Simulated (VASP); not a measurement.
# C (Pm-3m) in VASP: single point with PBE

Aim: the single point of C with PBE.

Everything below comes from runs of VASP 6.6.1. Logs are shortened: lines on timing, memory, paths and dates and some standing lists are left out, and cuts for length are marked.

### Step 1. The cell of the first run

Symmetry: Pm-3m, No. 221, cubic system. The conventional cell has a = 4.259 Å, b = 4.259 Å, c = 4.259 Å, α = 90.00°, β = 90.00°, γ = 90.00°. Within 5.6 Å of C (site symmetry m-3m) lie 6 C at 4.26 Å.

### Step 2. Single point, PBE

Input file INCAR:

```
SYSTEM = C
PREC = Accurate ; ENCUT = 600
EDIFF = 1E-6 ; ISMEAR = -1
SIGMA = 0.1 ; LREAL = .FALSE.
LASPH = .TRUE. ; NELM = 120
ALGO = Normal ; ISIF = 2
LWAVE = .FALSE. ; LCHARG = .FALSE.
GGA = PE ; NBANDS = 8
GGA_COMPAT = .FALSE.
```

Input file KPOINTS:

```
regular mesh
0
G
  6 6 6
  0 0 0
```

Input file POSCAR:

```
C
1.0
    4.2585860000      0.0000000000      0.0000000000
    0.0000000000      4.2585860000      0.0000000000
    0.0000000000      0.0000000000      4.2585860000
C
1
Direct
    0.5000000000      0.5000000000      0.5000000000
```

Potentials or basis: VASP PAW PBE potentials, release 64 (C).

On the command line:

```bash
> cat potpaw_PBE.64/C/POTCAR > POTCAR
> mpirun -np 1 vasp_std > vasp.out
```

OUTCAR:

```text
SYSTEM = C
   PREC = Accurate
   ENCUT = 600
   EDIFF = 1E-6
   ISMEAR = -1
   LREAL = .FALSE.
   LASPH = .TRUE.
   NELM = 120
   ISIF = 2
   GGA = PE

 ion  position               nearest neighbor table
   1  0.500  0.500  0.500-

  LATTYP: Found a simple cubic cell.
 ALAT       =     4.2585860000

  Lattice vectors:

 A1 = (   4.2585860000,   0.0000000000,   0.0000000000)
 A2 = (   0.0000000000,   4.2585860000,   0.0000000000)
 A3 = (   0.0000000000,   0.0000000000,   4.2585860000)

Analysis of symmetry for initial positions (statically):
=====================================================================
 Subroutine PRICEL returns:
 Original cell was already a primitive cell.

 Routine SETGRP: Setting up the symmetry group for a
 simple cubic supercell.

 Subroutine GETGRP returns: Found 48 space group operations
[... 9 lines left out ...]

 Routine SETGRP: Setting up the symmetry group for a
 simple cubic supercell.

 Subroutine GETGRP returns: Found 48 space group operations
[... 11 lines left out ...]
                                     Primitive cell

  volume of cell :      77.2318

  direct lattice vectors                    reciprocal lattice vectors
     4.258586000  0.000000000  0.000000000     0.234819727  0.000000000  0.000000000
     0.000000000  4.258586000  0.000000000     0.000000000  0.234819727  0.000000000
     0.000000000  0.000000000  4.258586000     0.000000000  0.000000000  0.234819727

  length of vectors
     4.258586000  4.258586000  4.258586000     0.234819727  0.234819727  0.234819727

  position of ions in fractional coordinates (direct lattice)
     0.500000000  0.500000000  0.500000000

  ion indices of the primitive-cell ions
   primitive index   ion index
                 1           1

----------------------------------------------------------------------------------------

 KPOINTS: regular mesh

Automatic generation of k-mesh.
 Grid dimensions read from file:
 generate k-points for:    6    6    6

 Generating k-lattice:

  Cartesian coordinates                     Fractional coordinates (reciprocal lattice)
     0.039136621  0.000000000  0.000000000     0.166666667  0.000000000  0.000000000
     0.000000000  0.039136621  0.000000000     0.000000000  0.166666667  0.000000000
     0.000000000  0.000000000  0.039136621     0.000000000  0.000000000  0.166666667

  Length of vectors
     0.039136621  0.039136621  0.039136621

  Shift w.r.t. Gamma in fractional coordinates (k-lattice)
     0.000000000  0.000000000  0.000000000

 Subroutine IBZKPT returns following result:
 ===========================================

 Found     20 irreducible k-points:

 Following reciprocal coordinates:
            Coordinates               Weight
  0.000000  0.000000  0.000000      1.000000
  0.166667  0.000000  0.000000      6.000000
  0.333333  0.000000  0.000000      6.000000
  0.500000  0.000000  0.000000      3.000000
  0.166667  0.166667  0.000000     12.000000
  0.333333  0.166667  0.000000     24.000000
[... 12 lines left out ...]
  0.500000  0.500000  0.333333      6.000000
  0.500000  0.500000  0.500000      1.000000
   k-points           NKPTS =     20   k-points in BZ     NKDIM =     20   number of bands    NBANDS=      8
   number of dos      NEDOS =    301   number of ions     NIONS =      1
   total plane-waves  NPLWV =  46656
   dimension x,y,z NGX =    36 NGY =   36 NGZ =   36
   dimension x,y,z NGXF=    72 NGYF=   72 NGZF=   72
   ions per type =               1
   NGX,Y,Z   is equivalent  to a cutoff of  14.05, 14.05, 14.05 a.u.
   NGXF,Y,Z  is equivalent  to a cutoff of  28.11, 28.11, 28.11 a.u.
 SYSTEM =  C
   PREC   = accura    normal or accurate (medium, high low for compatibility)
   ISTART =      0    job   : 0-new  1-cont  2-samecut
   ICHARG =      2    charge: 1-file 2-atom 10-const
   ISPIN  =      1    spin polarized calculation?
   LNONCOLLINEAR =      F non collinear calculations
   LSORBIT =      F    spin-orbit coupling
   LASPH  =      T    aspherical Exc in radial PAW
   ENCUT  =  600.0 eV  44.10 Ry    6.64 a.u.   8.51  8.51  8.51*2*pi/ulx,y,z
   NELM   =    120;   NELMIN=  2; NELMDL= -5     # of ELM steps
   EDIFF  = 0.1E-05   stopping-criterion for ELM
   LREAL  =      F    real-space projection
   EDIFFG = 0.1E-04   stopping-criterion for IOM
   NSW    =      0    number of steps for IOM
   IBRION =     -1    ionic relax: 0-MD 1-quasi-New 2-CG
   NFREE  =      0    steps in history (QN), initial steepest desc. (CG)
   ISIF   =      2    stress and relaxation
   ISYM   =      2    0-nonsym 1-usesym 2-fastsym
   POTIM  = 0.5000    time-step for ionic-motion
   TEBEG  =    0.0;   TEEND  =   0.0 temperature during run
   PSTRESS=    0.0 pullay stress
   NELECT =       4.0000    total number of electrons
   NUPDOWN=      -1.0000    fix difference up-down
   EMIN   =  10.00;   EMAX   =-10.00  energy-range for DOS
   EFERMI =   0.00;   METHOD = LEGACY
   ISMEAR =    -1;   SIGMA  =   0.10  broadening in eV -4-tet -1-fermi 0-gaus
   EFERMI_NEDOS =   21; number of points for ismear=-14 and -15
   IALGO  =     38    algorithm
   IMIX   =      4    mixing-type and parameters
     AMIX     =   0.40;   BMIX     =  1.00
     AMIX_MAG =   1.60;   BMIX_MAG =  1.00
  volume/ion in A,a.u.               =      77.23       521.19
  Fermi-wavevector in a.u.,A,eV,Ry     =   0.610234  1.153174  5.066605  0.372385
  Thomas-Fermi vector in A             =   1.665720
   LORBIT       =      0    0 simple, 1 ext, 2 COOP (PROOUT), +10 PAW based schemes
   GGA     = PE    functional components
   LHFCALC =     F    Hartree Fock is set to
   AEXX    =    0.0000 exact exchange contribution
   IVDW    =     0    specifies the selected vdW correction
   LEPSILON=     F    determine dielectric tensor
   LRPA    =     F    only Hartree local field effects (RPA)
 non-spin polarized calculation
  energy-cutoff  :      600.00
  volume of cell :       77.23
 maximum number of plane-waves:      2601
 NGX is ok and might be reduce to    36
   NGX = 17   NGY = 17   NGZ = 17

 number of electron       4.0000000 magnetization

 Free energy of the ion-electron system (eV)
  ---------------------------------------------------
  ext. energy  EPLUGINS =         0.00000000
  ---------------------------------------------------
  free energy    TOTEN  =        -0.64652965 eV

  energy without entropy =       -0.41878690  energy(sigma->0) =       -0.53265828

 E-fermi :  -4.3873     XC(G=0):  -3.9432

 val. band max:       -4.3919286414   @ k =   0.5000   0.3333   0.0000
 cond. band min:      -4.3777179262   @ k =   0.3333   0.3333   0.1667
 fundamental gap:      0.0142107151
 Fermi energy:        -4.3873083715

 k-point     1 :       0.0000    0.0000    0.0000
  band No.  band energies     occupation
      1     -12.8686      2.00000
      2      -4.0085      0.04426
      3      -4.0085      0.04426
      4      -4.0085      0.04426
      5       0.3623      0.00000
      6       5.7677      0.00000
      7       5.7677      0.00000
      8       8.3790      0.00000

 k-point     2 :       0.1667    0.0000    0.0000
  band No.  band energies     occupation
      1     -12.8469      2.00000
      2      -4.1969      0.25921
      3      -3.9931      0.03809
      4      -3.9931      0.03809
      5       0.6771      0.00000
      6       5.2029      0.00000
      7       5.9687      0.00000
      8       8.3238      0.00000

 k-point     3 :       0.3333    0.0000    0.0000
  band No.  band energies     occupation
      1     -12.8025      2.00000
      2      -4.5344      1.62628
      3      -3.9621      0.02807
      4      -3.9621      0.02807
      5       1.4801      0.00000
      6       3.9239      0.00000
      7       6.5205      0.00000
      8       8.1711      0.00000

 k-point     4 :       0.5000    0.0000    0.0000
  band No.  band energies     occupation
      1     -12.7798      2.00000
      2      -4.6884      1.90617
      3      -3.9464      0.02404
      4      -3.9464      0.02404
      5       2.5565      0.00000
      6       2.6408      0.00000
      7       6.9906      0.00000
      8       8.0752      0.00000

 k-point     5 :       0.1667    0.1667    0.0000
  band No.  band energies     occupation
      1     -12.8256      2.00000
      2      -4.2013      0.26938
      3      -4.1455      0.16355
      4      -3.9783      0.03291
      5       0.9678      0.00000
      6       5.2841      0.00000
      7       5.5436      0.00000
      8       7.6693      0.00000

 k-point     6 :       0.3333    0.1667    0.0000
  band No.  band energies     occupation
      1     -12.7823      2.00000
      2      -4.5013      1.51540
      3      -4.1246      0.13478
      4      -3.9482      0.02447
      5       1.7138      0.00000
      6       4.1055      0.00000
      7       5.9248      0.00000
      8       7.4928      0.00000

 k-point     7 :       0.5000    0.1667    0.0000
  band No.  band energies     occupation
      1     -12.7601      2.00000
      2      -4.6495      1.86454
      3      -4.1026      0.10965
      4      -3.9330      0.02105
      5       2.6184      0.00000
      6       2.9638      0.00000
      7       6.5522      0.00000
      8       6.8680      0.00000
[... 89 lines left out ...]
 k-point    16 :       0.5000    0.5000    0.1667
  band No.  band energies     occupation
      1     -12.6816      2.00000
      2      -4.4971      1.49990
      3      -4.4971      1.49990
      4      -4.0276      0.05337
      5       3.1249      0.00000
      6       4.5956      0.00000
      7       4.5956      0.00000
      8       5.6271      0.00000

 k-point    17 :       0.3333    0.3333    0.3333
  band No.  band energies     occupation
      1     -12.6836      2.00000
      2      -4.3763      0.94503
      3      -4.3230      0.68930
      4      -4.3230      0.68930
      5       2.9255      0.00000
      6       4.8682      0.00000
      7       4.8682      0.00000
      8       6.1246      0.00000

 k-point    18 :       0.5000    0.3333    0.3333
  band No.  band energies     occupation
      1     -12.6640      2.00000
      2      -4.4698      1.39067
      3      -4.3264      0.70465
      4      -4.2951      0.56891
      5       3.3684      0.00000
      6       4.3198      0.00000
      7       4.8976      0.00000
      8       6.7432      0.00000

 k-point    19 :       0.5000    0.5000    0.3333
  band No.  band energies     occupation
      1     -12.6449      2.00000
      2      -4.4355      1.23637
      3      -4.4355      1.23637
      4      -4.2829      0.52088
      5       3.7620      0.00000
      6       4.5041      0.00000
      7       4.5041      0.00000
      8       6.5014      0.00000

 k-point    20 :       0.5000    0.5000    0.5000
  band No.  band energies     occupation
      1     -12.6261      2.00000
      2      -4.4038      1.08237
      3      -4.4038      1.08237
      4      -4.4038      1.08237
      5       4.4445      0.00000
      6       4.4445      0.00000
      7       4.4445      0.00000
      8       5.6299      0.00000

------------------------ aborting loop because EDIFF is reached ----------------------------------------

  FORCE on cell =-STRESS in cart. coord.  units (eV):
  Direction    XX          YY          ZZ          XY          YZ          ZX
  --------------------------------------------------------------------------------------
  -------------------------------------------------------------------------------------
  Total       -0.7028131     -0.7028131     -0.7028131      0.0000000      0.0000000     -0.0000000
  in kB      -14.5798877    -14.5798877    -14.5798877      0.0000000      0.0000000     -0.0000000
  external PRESSURE =     -14.5798877 kB  Pullay stress =       0.0000000 kB

 VOLUME and BASIS-vectors are now :
 -----------------------------------------------------------------------------
  energy-cutoff  :      600.00
  volume of cell :       77.23
      direct lattice vectors                 reciprocal lattice vectors
     4.258586000  0.000000000  0.000000000     0.234819727  0.000000000  0.000000000
     0.000000000  4.258586000  0.000000000     0.000000000  0.234819727  0.000000000
     0.000000000  0.000000000  4.258586000     0.000000000  0.000000000  0.234819727

 POSITION                                       TOTAL-FORCE (eV/Angst)
 -----------------------------------------------------------------------------------
      2.12929      2.12929      2.12929         0.000000      0.000000      0.000000
 -----------------------------------------------------------------------------------
    total drift:                                0.000000      0.000000      0.000000

  FREE ENERGIE OF THE ION-ELECTRON SYSTEM (eV)
  ---------------------------------------------------
  free  energy   TOTEN  =        -0.6465296505 eV

  energy  without entropy=       -0.4187869008  energy(sigma->0) =       -0.53265828
```

Wall time 5.8 s (1 thread of AMD EPYC 9R45 (Zen 5), shared host); peak memory 0.16 GiB.

What came out:

* Free energy: -0.6465 eV
* Pressure: -1.5 GPa
* Band gap on the k mesh: zero (band 2 reaches -4.01 eV, above the bottom of band 3 at -4.53 eV)
